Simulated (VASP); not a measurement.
# CsPbBr3 (P1) in VASP: single point with PBEsol

Aim: the single point of CsPbBr3 with PBEsol.

Program: VASP 6.6.1. These are calculated values, not measurements. Logs are shortened: lines on timing, memory, paths and dates and some standing lists are left out, and cuts for length are marked.

### Step 1. The cell of the first run

The typed cell holds 5 atoms: a = 5.657 Å, b = 5.657 Å, c = 5.657 Å, α = 90.00°, β = 90.00°, γ = 90.00°.

### Step 2. Single point, PBEsol

INCAR reads:

```
PREC     = Accurate       # precision mode
ENCUT    = 520            # plane-wave cutoff, eV
EDIFF    = 1E-6           # SCF threshold, eV
ISMEAR   = 0              # smearing method
SIGMA    = 0.1            # smearing width, eV
LREAL    = False          # projectors in reciprocal space
LASPH    = True           # aspherical terms in the spheres
NELM     = 100            # most SCF steps
ALGO     = Normal         # electronic algorithm
ISIF     = 2              # what is computed and relaxed
LWAVE    = False          # write WAVECAR
LCHARG   = True           # write CHGCAR
GGA      = PS             # functional
LELF     = True           # ELF
LVHAR    = True         
NBANDS   = 30             # bands
```

KPOINTS reads:

```
regular mesh
0
Gamma
  3 3 3
```

POSCAR reads:

```
CsPbBr3
1.0
    5.6570940000      0.0000000000      0.0000000000
    0.0000000000      5.6570940000      0.0000000000
    0.0000000000      0.0000000000      5.6570940000
Pb Cs Br
1 1 3
Direct
    0.5091497507      0.5125748308      0.4936150964
    0.0004207107     -0.0135428190      0.0086360594
    0.0178833868      0.4857584124      0.4864472819
    0.4673097177      0.0088124751      0.5052684293
    0.4903805735      0.4953470810      0.0104764036
```

Potentials or basis: VASP PAW PBE potentials, release 64 (Pb_d, Cs_sv, Br).

Launch:

```
cat potpaw_PBE.64/Pb_d/POTCAR potpaw_PBE.64/Cs_sv/POTCAR potpaw_PBE.64/Br/POTCAR > POTCAR
mpirun -np 1 vasp_std > vasp.out
```

OUTCAR:

```text
PREC = Accurate
   ENCUT = 520
   EDIFF = 1E-6
   ISMEAR = 0
   LREAL = False
   LASPH = True
   NELM = 100
   ISIF = 2
   GGA = PS

 ion  position               nearest neighbor table
   1  0.509  0.513  0.494-   5 2.74   3 2.78   4 2.82   4 2.86   3 2.88   5 2.93
   2  0.000  0.986  0.009-
   3  0.018  0.486  0.486-   1 2.78   1 2.88
   4  0.467  0.009  0.505-   1 2.82   1 2.86
   5  0.490  0.495  0.010-   1 2.74   1 2.93

  LATTYP: Found a simple cubic cell.
 ALAT       =     5.6570940000

  Lattice vectors:

 A1 = (   5.6570940000,   0.0000000000,   0.0000000000)
 A2 = (   0.0000000000,   5.6570940000,   0.0000000000)
 A3 = (   0.0000000000,   0.0000000000,   5.6570940000)

Analysis of symmetry for initial positions (statically):
=====================================================================
 Subroutine PRICEL returns:
 Original cell was already a primitive cell.

 Routine SETGRP: Setting up the symmetry group for a
 simple cubic supercell.

 Subroutine GETGRP returns: Found  1 space group operations
 (whereof  1 operations were pure point group operations)
 out of a pool of 48 trial point group operations.

The static configuration has the point symmetry C_1 .

Analysis of symmetry for dynamics (positions and initial velocities):
=====================================================================
 Subroutine PRICEL returns:
 Original cell was already a primitive cell.

 Routine SETGRP: Setting up the symmetry group for a
 simple cubic supercell.

 Subroutine GETGRP returns: Found  1 space group operations
 (whereof  1 operations were pure point group operations)
 out of a pool of 48 trial point group operations.

The dynamic configuration has the point symmetry C_1 .

 Subroutine INISYM returns: Found  1 space group operations
 (whereof  1 operations are pure point group operations),
 and found     1 'primitive' translations

----------------------------------------------------------------------------------------

                                     Primitive cell

  volume of cell :     181.0424

  direct lattice vectors                    reciprocal lattice vectors
     5.657094000  0.000000000  0.000000000     0.176769203  0.000000000  0.000000000
     0.000000000  5.657094000  0.000000000     0.000000000  0.176769203  0.000000000
     0.000000000  0.000000000  5.657094000     0.000000000  0.000000000  0.176769203

  length of vectors
     5.657094000  5.657094000  5.657094000     0.176769203  0.176769203  0.176769203

  position of ions in fractional coordinates (direct lattice)
     0.509149751  0.512574831  0.493615096
     0.000420711  0.986457181  0.008636059
     0.017883387  0.485758412  0.486447282
     0.467309718  0.008812475  0.505268429
     0.490380573  0.495347081  0.010476404

  ion indices of the primitive-cell ions
   primitive index   ion index
                 1           1
                 2           2
                 3           3
                 4           4
                 5           5

----------------------------------------------------------------------------------------

 KPOINTS: regular mesh

Automatic generation of k-mesh.
 Grid dimensions read from file:
 generate k-points for:    3    3    3

 Generating k-lattice:

  Cartesian coordinates                     Fractional coordinates (reciprocal lattice)
     0.058923068  0.000000000  0.000000000     0.333333333  0.000000000  0.000000000
     0.000000000  0.058923068  0.000000000     0.000000000  0.333333333  0.000000000
     0.000000000  0.000000000  0.058923068     0.000000000  0.000000000  0.333333333

  Length of vectors
     0.058923068  0.058923068  0.058923068

  Shift w.r.t. Gamma in fractional coordinates (k-lattice)
     0.000000000  0.000000000  0.000000000

 Subroutine IBZKPT returns following result:
 ===========================================

 Found     14 irreducible k-points:

 Following reciprocal coordinates:
            Coordinates               Weight
  0.000000  0.000000  0.000000      1.000000
  0.333333  0.000000  0.000000      2.000000
  0.000000  0.333333  0.000000      2.000000
  0.000000  0.000000  0.333333      2.000000
  0.333333  0.333333  0.000000      2.000000
  0.000000  0.333333  0.333333      2.000000
  0.333333  0.000000  0.333333      2.000000
 -0.333333  0.333333  0.000000      2.000000
 -0.333333  0.000000  0.333333      2.000000
  0.000000 -0.333333  0.333333      2.000000
  0.333333  0.333333  0.333333      2.000000
 -0.333333  0.333333  0.333333      2.000000
 -0.333333 -0.333333  0.333333      2.000000
  0.333333 -0.333333  0.333333      2.000000
   k-points           NKPTS =     14   k-points in BZ     NKDIM =     14   number of bands    NBANDS=     30
   number of dos      NEDOS =    301   number of ions     NIONS =      5
   total plane-waves  NPLWV =  74088
   dimension x,y,z NGX =    42 NGY =   42 NGZ =   42
   dimension x,y,z NGXF=    84 NGYF=   84 NGZF=   84
   ions per type =               1   1   3
   NGX,Y,Z   is equivalent  to a cutoff of  12.34, 12.34, 12.34 a.u.
   NGXF,Y,Z  is equivalent  to a cutoff of  24.69, 24.69, 24.69 a.u.
 SYSTEM =  unknown system
   PREC   = accura    normal or accurate (medium, high low for compatibility)
   ISTART =      0    job   : 0-new  1-cont  2-samecut
   ICHARG =      2    charge: 1-file 2-atom 10-const
   ISPIN  =      1    spin polarized calculation?
   LNONCOLLINEAR =      F non collinear calculations
   LSORBIT =      F    spin-orbit coupling
   LASPH  =      T    aspherical Exc in radial PAW
   ENCUT  =  520.0 eV  38.22 Ry    6.18 a.u.  10.52 10.52 10.52*2*pi/ulx,y,z
   NELM   =    100;   NELMIN=  2; NELMDL= -5     # of ELM steps
   EDIFF  = 0.1E-05   stopping-criterion for ELM
   LREAL  =      F    real-space projection
   EDIFFG = 0.1E-04   stopping-criterion for IOM
   NSW    =      0    number of steps for IOM
   IBRION =     -1    ionic relax: 0-MD 1-quasi-New 2-CG
   NFREE  =      0    steps in history (QN), initial steepest desc. (CG)
   ISIF   =      2    stress and relaxation
   ISYM   =      2    0-nonsym 1-usesym 2-fastsym
   POTIM  = 0.5000    time-step for ionic-motion
   TEBEG  =    0.0;   TEEND  =   0.0 temperature during run
   PSTRESS=    0.0 pullay stress
   NELECT =      44.0000    total number of electrons
   NUPDOWN=      -1.0000    fix difference up-down
   EMIN   =  10.00;   EMAX   =-10.00  energy-range for DOS
   EFERMI =   0.00;   METHOD = LEGACY
   ISMEAR =     0;   SIGMA  =   0.10  broadening in eV -4-tet -1-fermi 0-gaus
   EFERMI_NEDOS =   21; number of points for ismear=-14 and -15
   IALGO  =     38    algorithm
   IMIX   =      4    mixing-type and parameters
     AMIX     =   0.40;   BMIX     =  1.00
     AMIX_MAG =   1.60;   BMIX_MAG =  1.00
  volume/ion in A,a.u.               =      36.21       244.35
  Fermi-wavevector in a.u.,A,eV,Ry     =   1.021643  1.930625 14.201130  1.043754
  Thomas-Fermi vector in A             =   2.155278
   LORBIT       =      0    0 simple, 1 ext, 2 COOP (PROOUT), +10 PAW based schemes
   GGA     = PS    functional components
   LHFCALC =     F    Hartree Fock is set to
   AEXX    =    0.0000 exact exchange contribution
   IVDW    =     0    specifies the selected vdW correction
   LEPSILON=     F    determine dielectric tensor
   LRPA    =     F    only Hartree local field effects (RPA)
 non-spin polarized calculation
 Gauss-broadening in eV      SIGMA  =   0.10
  energy-cutoff  :      520.00
  volume of cell :      181.04
 maximum number of plane-waves:      4945
 NGX is ok and might be reduce to    42
   NGX = 21   NGY = 21   NGZ = 21

 number of electron      44.0000003 magnetization

 Free energy of the ion-electron system (eV)
  ---------------------------------------------------
  ext. energy  EPLUGINS =         0.00000000
  ---------------------------------------------------
  free energy    TOTEN  =       -16.73787887 eV

  energy without entropy =      -16.73787887  energy(sigma->0) =      -16.73787887

 E-fermi :   1.5321     XC(G=0):  -8.3083

 val. band max:        1.0151806809   @ k =  -0.3333   0.3333   0.3333
 cond. band min:       4.5667590983   @ k =  -0.3333   0.3333   0.3333
 fundamental gap:      3.5515784174
 Fermi energy:         1.5321206537

 k-point     1 :       0.0000    0.0000    0.0000
  band No.  band energies     occupation
      1     -19.4323      2.00000
      2     -14.8045      2.00000
      3     -14.7813      2.00000
      4     -14.4738      2.00000
      5     -14.4705      2.00000
      6     -14.4689      2.00000
[... 22 lines left out ...]
     29       8.5633      0.00000
     30       8.6784      0.00000

 k-point     2 :       0.3333    0.0000    0.0000
  band No.  band energies     occupation
      1     -19.4305      2.00000
      2     -14.7969      2.00000
      3     -14.7001      2.00000
      4     -14.4758      2.00000
      5     -14.4719      2.00000
      6     -14.4697      2.00000
[... 22 lines left out ...]
     29       7.3511      0.00000
     30       8.3166      0.00000

 k-point     3 :       0.0000    0.3333    0.0000
  band No.  band energies     occupation
      1     -19.4305      2.00000
      2     -14.8016      2.00000
      3     -14.7014      2.00000
      4     -14.4777      2.00000
      5     -14.4718      2.00000
      6     -14.4692      2.00000
[... 22 lines left out ...]
     29       7.4499      0.00000
     30       8.3882      0.00000

 k-point     4 :       0.0000    0.0000    0.3333
  band No.  band energies     occupation
      1     -19.4304      2.00000
      2     -14.7817      2.00000
      3     -14.7136      2.00000
      4     -14.4749      2.00000
      5     -14.4719      2.00000
      6     -14.4704      2.00000
[... 286 lines left out ...]
     29       7.8067      0.00000
     30       8.1667      0.00000

 k-point    13 :      -0.3333   -0.3333    0.3333
  band No.  band energies     occupation
      1     -19.4276      2.00000
      2     -14.6570      2.00000
      3     -14.6363      2.00000
      4     -14.4805      2.00000
      5     -14.4744      2.00000
      6     -14.4721      2.00000
[... 22 lines left out ...]
     29       7.8101      0.00000
     30       8.1706      0.00000

 k-point    14 :       0.3333   -0.3333    0.3333
  band No.  band energies     occupation
      1     -19.4276      2.00000
      2     -14.6564      2.00000
      3     -14.6377      2.00000
      4     -14.4792      2.00000
      5     -14.4747      2.00000
      6     -14.4720      2.00000
[... 22 lines left out ...]
     29       7.7806      0.00000
     30       8.1663      0.00000

------------------------ aborting loop because EDIFF is reached ----------------------------------------

  FORCE on cell =-STRESS in cart. coord.  units (eV):
  Direction    XX          YY          ZZ          XY          YZ          ZX
  --------------------------------------------------------------------------------------
  -------------------------------------------------------------------------------------
  Total        3.1427936      2.9522651      3.3251502     -0.0680912      0.0086906     -0.0087204
  in kB       27.8128985     26.1267713     29.4267069     -0.6025892      0.0769097     -0.0771736
  external PRESSURE =      27.7887923 kB  Pullay stress =       0.0000000 kB

 VOLUME and BASIS-vectors are now :
 -----------------------------------------------------------------------------
  energy-cutoff  :      520.00
  volume of cell :      181.04
      direct lattice vectors                 reciprocal lattice vectors
     5.657094000  0.000000000  0.000000000     0.176769203  0.000000000  0.000000000
     0.000000000  5.657094000  0.000000000     0.000000000  0.176769203  0.000000000
     0.000000000  0.000000000  5.657094000     0.000000000  0.000000000  0.176769203

 POSITION                                       TOTAL-FORCE (eV/Angst)
 -----------------------------------------------------------------------------------
      2.88031      2.89968      2.79243         0.231855     -0.118658      0.495520
      0.00238      5.58048      0.04885         0.007217      0.030804     -0.016436
      0.10117      2.74798      2.75188        -0.427508      0.060283      0.051933
      2.64362      0.04985      2.85835         0.115254     -0.003308      0.019160
      2.77413      2.80222      0.05927         0.073181      0.030879     -0.550177
 -----------------------------------------------------------------------------------
    total drift:                                0.000435      0.000082      0.000209

  FREE ENERGIE OF THE ION-ELECTRON SYSTEM (eV)
  ---------------------------------------------------
  free  energy   TOTEN  =       -16.7378788693 eV

  energy  without entropy=      -16.7378788693  energy(sigma->0) =      -16.73787887
```

It took 3.1 min on 1 thread of Intel Xeon 8259CL, shared host; peak memory 0.3 GiB.

Results:

| Quantity | Value |
| --- | --- |
| Free energy | -16.7379 eV |
| Pressure | 2.8 GPa |
| Largest force | 0.560 eV/Å |
| Band gap on the k mesh | 3.55 eV |

Forces in eV/Å, atoms in the order of the input:
```
Pb   0.232 -0.119  0.496
Cs   0.007  0.031 -0.016
Br  -0.428  0.060  0.052
Br   0.115 -0.003  0.019
Br   0.073  0.031 -0.550
```

Caveat: the PAW data sets were made with another functional, which shifts forces and pressure a little; spin-orbit coupling is left out, which moves the levels of the heavy elements.
